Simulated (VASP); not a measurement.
# Na (I4/mmm) in VASP: single point with PBEsol

Aim: the single point of Na with PBEsol.

All numbers are computed with VASP 6.6.1; they aren't measurements. Logs are shortened: lines on timing, memory, paths and dates and some standing lists are left out, and cuts for length are marked.

### Step 1. The cell of the first run

Symmetry: I4/mmm, No. 139, tetragonal system. Conventional cell: a = 3.474 Å, b = 3.474 Å, c = 5.697 Å, α = 90.00°, β = 90.00°, γ = 90.00°. Na (site symmetry 4/mmm) has 12 Na at 3.47 to 3.76 Å within 4.6 Å.

### Step 2. Single point, PBEsol (strain -0.080 along x and y, +0.080 along z)

Contents of INCAR:

```
SYSTEM = Na
PREC = Accurate
ENCUT = 520
EDIFF = 1E-6
ISMEAR = 0
SIGMA = 0.15
LREAL = .FALSE.
LASPH = .TRUE.
NELM = 100
ALGO = Normal
ISIF = 2
LWAVE = .FALSE.
LCHARG = .FALSE.
GGA = PS
NBANDS = 10
```

Contents of KPOINTS:

```
Automatic mesh
0
G
  18 18 18
  0 0 0
```

Contents of POSCAR:

```
Na
1.0
   -1.7372277936      1.7372277936      2.8482588144
    1.7372277936     -1.7372277936      2.8482588144
    1.7372277936      1.7372277936     -2.8482588144
Na
1
Direct
    0.0000000000      0.0000000000      0.0000000000
```

Potentials or basis: VASP PAW PBE potentials, release 64 (Na_pv).

On the command line:

```console
$ cat potpaw_PBE.64/Na_pv/POTCAR > POTCAR
$ mpirun -np 1 vasp_std > vasp.out
```

OUTCAR:

```text
SYSTEM = Na
   PREC = Accurate
   ENCUT = 520
   EDIFF = 1E-6
   ISMEAR = 0
   LREAL = .FALSE.
   LASPH = .TRUE.
   NELM = 100
   ISIF = 2
   GGA = PS

 ion  position               nearest neighbor table
   1  0.000  0.000  0.000-

  LATTYP: Found a body centered tetragonal cell.
 ALAT       =     3.4744555872
 C/A-ratio  =     1.6395425084

  Lattice vectors:

 A1 = (  -1.7372277936,   1.7372277936,   2.8482588144)
 A2 = (   1.7372277936,  -1.7372277936,   2.8482588144)
 A3 = (   1.7372277936,   1.7372277936,  -2.8482588144)

Analysis of symmetry for initial positions (statically):
=====================================================================
 Subroutine PRICEL returns:
 Original cell was already a primitive cell.

 Routine SETGRP: Setting up the symmetry group for a
 body centered tetragonal supercell.

 Subroutine GETGRP returns: Found 16 space group operations
 (whereof 16 operations were pure point group operations)
 out of a pool of 16 trial point group operations.

The static configuration has the point symmetry D_4h.

Analysis of symmetry for dynamics (positions and initial velocities):
=====================================================================
 Subroutine PRICEL returns:
 Original cell was already a primitive cell.

 Routine SETGRP: Setting up the symmetry group for a
 body centered tetragonal supercell.

 Subroutine GETGRP returns: Found 16 space group operations
 (whereof 16 operations were pure point group operations)
 out of a pool of 16 trial point group operations.

The dynamic configuration has the point symmetry D_4h.

 Subroutine INISYM returns: Found 16 space group operations
 (whereof 16 operations are pure point group operations),
 and found     1 'primitive' translations

----------------------------------------------------------------------------------------

                                     Primitive cell

  volume of cell :      34.3837

  direct lattice vectors                    reciprocal lattice vectors
    -1.737227794  1.737227794  2.848258814     0.000000000  0.287814875  0.175545845
     1.737227794 -1.737227794  2.848258814     0.287814875  0.000000000  0.175545845
     1.737227794  1.737227794 -2.848258814     0.287814875  0.287814875  0.000000000

  length of vectors
     3.761449068  3.761449068  3.761449068     0.337125712  0.337125712  0.407031699

  position of ions in fractional coordinates (direct lattice)
     0.000000000  0.000000000  0.000000000

  ion indices of the primitive-cell ions
   primitive index   ion index
                 1           1

----------------------------------------------------------------------------------------

 KPOINTS: Automatic mesh

Automatic generation of k-mesh.
 Grid dimensions read from file:
 generate k-points for:   18   18   18

 Generating k-lattice:

  Cartesian coordinates                     Fractional coordinates (reciprocal lattice)
     0.000000000  0.015989715  0.009752547     0.055555556  0.000000000  0.000000000
     0.015989715  0.000000000  0.009752547     0.000000000  0.055555556  0.000000000
     0.015989715  0.015989715  0.000000000     0.000000000  0.000000000  0.055555556

  Length of vectors
     0.018729206  0.018729206  0.022612872

  Shift w.r.t. Gamma in fractional coordinates (k-lattice)
     0.000000000  0.000000000  0.000000000

 Subroutine IBZKPT returns following result:
 ===========================================

 Found    480 irreducible k-points:

 Following reciprocal coordinates:
            Coordinates               Weight
  0.000000  0.000000  0.000000      1.000000
  0.055556  0.000000 -0.000000      8.000000
  0.111111  0.000000 -0.000000      8.000000
  0.166667  0.000000  0.000000      8.000000
  0.222222 -0.000000  0.000000      8.000000
  0.277778  0.000000  0.000000      8.000000
[... 16 lines left out ...]
 -0.277778  0.055556  0.000000     16.000000
 -0.222222  0.055556 -0.000000     16.000000
 [... further k-points ...]
   k-points           NKPTS =    480   k-points in BZ     NKDIM =    480   number of bands    NBANDS=     10
   number of dos      NEDOS =    301   number of ions     NIONS =      1
   total plane-waves  NPLWV =  21952
   dimension x,y,z NGX =    28 NGY =   28 NGZ =   28
   dimension x,y,z NGXF=    56 NGYF=   56 NGZF=   56
   ions per type =               1
   NGX,Y,Z   is equivalent  to a cutoff of  12.38, 12.38, 12.38 a.u.
   NGXF,Y,Z  is equivalent  to a cutoff of  24.75, 24.75, 24.75 a.u.
 SYSTEM =  Na
   PREC   = accura    normal or accurate (medium, high low for compatibility)
   ISTART =      0    job   : 0-new  1-cont  2-samecut
   ICHARG =      2    charge: 1-file 2-atom 10-const
   ISPIN  =      1    spin polarized calculation?
   LNONCOLLINEAR =      F non collinear calculations
   LSORBIT =      F    spin-orbit coupling
   LASPH  =      T    aspherical Exc in radial PAW
   ENCUT  =  520.0 eV  38.22 Ry    6.18 a.u.   6.99  6.99  6.99*2*pi/ulx,y,z
   NELM   =    100;   NELMIN=  2; NELMDL= -5     # of ELM steps
   EDIFF  = 0.1E-05   stopping-criterion for ELM
   LREAL  =      F    real-space projection
   EDIFFG = 0.1E-04   stopping-criterion for IOM
   NSW    =      0    number of steps for IOM
   IBRION =     -1    ionic relax: 0-MD 1-quasi-New 2-CG
   NFREE  =      0    steps in history (QN), initial steepest desc. (CG)
   ISIF   =      2    stress and relaxation
   ISYM   =      2    0-nonsym 1-usesym 2-fastsym
   POTIM  = 0.5000    time-step for ionic-motion
   TEBEG  =    0.0;   TEEND  =   0.0 temperature during run
   PSTRESS=    0.0 pullay stress
   NELECT =       7.0000    total number of electrons
   NUPDOWN=      -1.0000    fix difference up-down
   EMIN   =  10.00;   EMAX   =-10.00  energy-range for DOS
   EFERMI =   0.00;   METHOD = LEGACY
   ISMEAR =     0;   SIGMA  =   0.15  broadening in eV -4-tet -1-fermi 0-gaus
   EFERMI_NEDOS =   21; number of points for ismear=-14 and -15
   IALGO  =     38    algorithm
   IMIX   =      4    mixing-type and parameters
     AMIX     =   0.40;   BMIX     =  1.00
     AMIX_MAG =   1.60;   BMIX_MAG =  1.00
  volume/ion in A,a.u.               =      34.38       232.03
  Fermi-wavevector in a.u.,A,eV,Ry     =   0.963067  1.819933 12.619378  0.927498
  Thomas-Fermi vector in A             =   2.092580
   LORBIT       =      0    0 simple, 1 ext, 2 COOP (PROOUT), +10 PAW based schemes
   GGA     = PS    functional components
   LHFCALC =     F    Hartree Fock is set to
   AEXX    =    0.0000 exact exchange contribution
   IVDW    =     0    specifies the selected vdW correction
   LEPSILON=     F    determine dielectric tensor
   LRPA    =     F    only Hartree local field effects (RPA)
 non-spin polarized calculation
 Gauss-broadening in eV      SIGMA  =   0.15
  energy-cutoff  :      520.00
  volume of cell :       34.38
 maximum number of plane-waves:       947
   NGX = 13   NGY = 13   NGZ = 13

 number of electron       7.0000004 magnetization

 Free energy of the ion-electron system (eV)
  ---------------------------------------------------
  ext. energy  EPLUGINS =         0.00000000
  ---------------------------------------------------
  free energy    TOTEN  =        -1.39354508 eV

  energy without entropy =       -1.38797755  energy(sigma->0) =       -1.39076131

 E-fermi :   0.5291     XC(G=0):  -6.7031

 val. band max:        0.5290797004   @ k =  -0.3333   0.3889   0.0556
 cond. band min:       0.5470211810   @ k =  -0.2222  -0.3889   0.0556
 fundamental gap:      0.0179414806
 Fermi energy:         0.5291377941

 k-point     1 :       0.0000    0.0000    0.0000
  band No.  band energies     occupation
      1     -24.2076      2.00000
      2     -24.2076      2.00000
      3     -24.2071      2.00000
      4      -2.9131      2.00000
      5      11.8520      0.00000
      6      12.4472      0.00000
      7      12.4472      0.00000
      8      13.4271      0.00000
      9      13.7634      0.00000
     10      14.0304      0.00000

 k-point     2 :       0.0556    0.0000   -0.0000
  band No.  band energies     occupation
      1     -24.2091      2.00000
      2     -24.2077      2.00000
      3     -24.2074      2.00000
      4      -2.8583      2.00000
      5      11.2236      0.00000
      6      11.9095      0.00000
      7      12.3798      0.00000
      8      13.2316      0.00000
      9      13.8153      0.00000
     10      14.2000      0.00000

 k-point     3 :       0.1111    0.0000   -0.0000
  band No.  band energies     occupation
      1     -24.2135      2.00000
      2     -24.2083      2.00000
      3     -24.2078      2.00000
      4      -2.6944      2.00000
      5       9.8336      0.00000
      6      11.5154      0.00000
      7      12.2370      0.00000
      8      12.6169      0.00000
      9      13.7348      0.00000
     10      14.5861      0.00000

 k-point     4 :       0.1667    0.0000    0.0000
  band No.  band energies     occupation
      1     -24.2202      2.00000
      2     -24.2095      2.00000
      3     -24.2080      2.00000
      4      -2.4226      2.00000
      5       8.4130      0.00000
      6      11.1220      0.00000
      7      12.0439      0.00000
      8      12.0998      0.00000
      9      13.5147      0.00000
     10      15.1057      0.00000
[... 222 lines left out ...]
 k-point    22 :      -0.3333    0.0556    0.0000
  band No.  band energies     occupation
      1     -24.2440      2.00000
      2     -24.2139      2.00000
      3     -24.2095      2.00000
      4      -1.0996      2.00000
      5       4.8964      0.00000
      6       9.7053      0.00000
      7      11.1836      0.00000
      8      11.7844      0.00000
      9      13.7580      0.00000
     10      14.3007      0.00000

 k-point    23 :      -0.2778    0.0556    0.0000
  band No.  band energies     occupation
      1     -24.2358      2.00000
      2     -24.2123      2.00000
      3     -24.2091      2.00000
      4      -1.6542      2.00000
      5       6.1334      0.00000
      6       9.9696      0.00000
      7      11.3026      0.00000
      8      12.1106      0.00000
      9      14.1256      0.00000
     10      14.3707      0.00000

 k-point    24 :      -0.2222    0.0556   -0.0000
  band No.  band energies     occupation
      1     -24.2272      2.00000
      2     -24.2108      2.00000
      3     -24.2088      2.00000
      4      -2.1075      2.00000
      5       7.4463      0.00000
      6      10.3019      0.00000
      7      11.4447      0.00000
      8      12.5416      0.00000
      9      14.1496      0.00000
     10      14.4317      0.00000

 [... further k-points ...]
[... 5 lines left out ...]
  --------------------------------------------------------------------------------------
  -------------------------------------------------------------------------------------
  Total        0.1514227      0.1514227     -0.0000927      0.0000000     -0.0000000      0.0000000
  in kB        7.0558359      7.0558359     -0.0043208      0.0000000     -0.0000000      0.0000000
  external PRESSURE =       4.7024503 kB  Pullay stress =       0.0000000 kB

 VOLUME and BASIS-vectors are now :
 -----------------------------------------------------------------------------
  energy-cutoff  :      520.00
  volume of cell :       34.38
      direct lattice vectors                 reciprocal lattice vectors
    -1.737227794  1.737227794  2.848258814     0.000000000  0.287814875  0.175545845
     1.737227794 -1.737227794  2.848258814     0.287814875  0.000000000  0.175545845
     1.737227794  1.737227794 -2.848258814     0.287814875  0.287814875  0.000000000

 POSITION                                       TOTAL-FORCE (eV/Angst)
 -----------------------------------------------------------------------------------
      0.00000      0.00000      0.00000         0.000000     -0.000000      0.000000
 -----------------------------------------------------------------------------------
    total drift:                               -0.000000     -0.000000     -0.000000

  FREE ENERGIE OF THE ION-ELECTRON SYSTEM (eV)
  ---------------------------------------------------
  free  energy   TOTEN  =        -1.3935450793 eV

  energy  without entropy=       -1.3879775454  energy(sigma->0) =       -1.39076131
```

Run time: 2.9 min. Hardware: 1 thread of Intel Xeon Platinum 8375C at 2.90GHz (Ice Lake), shared host; peak memory 0.24 GiB.

Results:

```yaml
Free_energy: -1.3935 eV
Pressure: 0.5 GPa
Band_gap_on_the_k_mesh: zero (an odd number of electrons rules out a gap without spin polarisation)
```

Caveat: the cell differs from its parent crystal (strain -0.080 along x and y, +0.080 along z); the PAW data sets were made with another functional, which shifts forces and pressure a little.
